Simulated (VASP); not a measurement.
A run of VASP 6.6.1 is set up as follows.

File POSCAR:

```
WS
1.0
    2.9746487652      0.0000000000      0.0000000000
    0.0000000000      2.9746487652      0.0000000000
    0.0000000000      0.0000000000      2.9746487652
W S
1 1
Direct
    0.5000000000      0.5000000000      0.5000000000
    0.0000000000      0.0000000000      0.0000000000
```

The input INCAR.step1:

```
SYSTEM = WS
ALGO = Normal ; EDIFF = 1E-5
ENCUT = 520 ; GGA = PE
ISIF = 2 ; ISMEAR = -1
LASPH = .True. ; LCHARG = .False.
LREAL = .False. ; LWAVE = .True.
NBANDS = 17 ; NELM = 60
PREC = Accurate ; SIGMA = 0.05
```

The input INCAR.step2:

```
SYSTEM = WS
AEXX = 0.25 ; ALGO = Normal
EDIFF = 1E-7 ; ENCUT = 520
GGA = PE ; ISIF = 2
ISMEAR = -1 ; ISTART = 1
LASPH = .True. ; LCHARG = .False.
LHFCALC = .True. ; LREAL = .False.
LWAVE = .False. ; NBANDS = 17
NELM = 60 ; PREC = Accurate
PRECFOCK = Normal ; SIGMA = 0.05
```

The input KPOINTS:

```
k-points
0
Gamma
  4 4 4
  0 0 0
```

Potentials or basis: VASP PAW PBE potentials, release 64 (W_sv, S).

Run with:

```sh
$ cat potpaw_PBE.64/W_sv/POTCAR potpaw_PBE.64/S/POTCAR > POTCAR
$ cp INCAR.step1 INCAR
$ mpirun -np 1 vasp_std > vasp.out
$ cp INCAR.step2 INCAR
$ mpirun -np 1 vasp_std > vasp.out
```

(1) Predict the pressure.

(2) Estimate the band gap on the k mesh.

Answers

(1) -0.6 GPa.

(2) zero (bands 10 and 11 overlap by 4.80 eV).

Caveat: the k points lie up to 0.53 Å⁻¹ apart, too coarse for converged energies and pressures of a metal; the PAW data sets were made with another functional, which shifts forces and pressure a little; spin-orbit coupling is left out, which moves the levels of the heavy elements.
